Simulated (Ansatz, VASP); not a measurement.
# In3Cu in VASP and in Ansatz

Contents of INCAR:

```
SYSTEM = In3Cu
  ALGO = Fast
  EDIFF = 1E-6
  ENCUT = 520
  ISIF = 2
  ISMEAR = 0
  LASPH = .TRUE.
  LCHARG = .TRUE.
  LELF = .TRUE.
  LREAL = .FALSE.
  LVHAR = .TRUE.
  LWAVE = .FALSE.
  NBANDS = 33
  NELM = 80
  PREC = Accurate
  SIGMA = 0.15
```

The input KPOINTS:

```
k-points
0
G
  10 10 10
  0 0 0
```

POSCAR

```
In3Cu
1.0
    4.4081270818     -0.0777552945     -0.0777552945
   -0.0777552945      4.4081270818     -0.0777552945
   -0.0777552945     -0.0777552945      4.4081270818
In Cu
3 1
Direct
    0.0000000000      0.5000000000      0.5000000000
    0.5000000000      0.0000000000      0.5000000000
    0.5000000000      0.5000000000      0.0000000000
    0.0000000000      0.0000000000      0.0000000000
```

Input for Ansatz:

```yaml
crystal:
  lattice:
    - [4.4081270818, -0.0777552945, -0.0777552945]
    - [-0.0777552945, 4.4081270818, -0.0777552945]
    - [-0.0777552945, -0.0777552945, 4.4081270818]
  atoms:
    - { symbol: In, position: [0.0, 0.5, 0.5] }
    - { symbol: In, position: [0.5, 0.0, 0.5] }
    - { symbol: In, position: [0.5, 0.5, 0.0] }
    - { symbol: Cu, position: [0.0, 0.0, 0.0] }
basis:
  ecutwfc: 520.0
kpoints:
  mp_grid: { grid: [10, 10, 10] }
hamiltonian:
  xc: lda
scf:
  occupations: { method: gaussian, width: 0.15 }
output:
  forces: true
  stress: true
  eigenvalues: true
```

Alike in both runs: task single point; functional LDA; k mesh 10 × 10 × 10; occupations gaussian, width 0.15 eV; no spin polarisation.

```csv
,VASP,Ansatz
version,VASP 6.6.1,Ansatz 0.2.0
potentials or method,"VASP PAW LDA potentials, release 64 (In_d, Cu), cutoff 520 eV","scalar-relativistic, plane waves, PAW"
valence electrons in the cell,50,58
```

Ansatz gave:

```
gap on the k mesh at the Fermi level (eV) : none
pressure (GPa)                            : -3.0
```

**Question.** What did VASP give for the same quantities?

**Answer.** gap on the k mesh at the Fermi level (eV): none; pressure (GPa): -2.8.

LDA's correlation is that of Perdew and Zunger in VASP and of Perdew and Wang (1992) in Ansatz. A gap of «none» marks a metal or a gap that the smearing closes. VASP's potentials hold 50 valence electrons a cell and Ansatz's 58, so a difference there can come from the potentials and not from the codes.
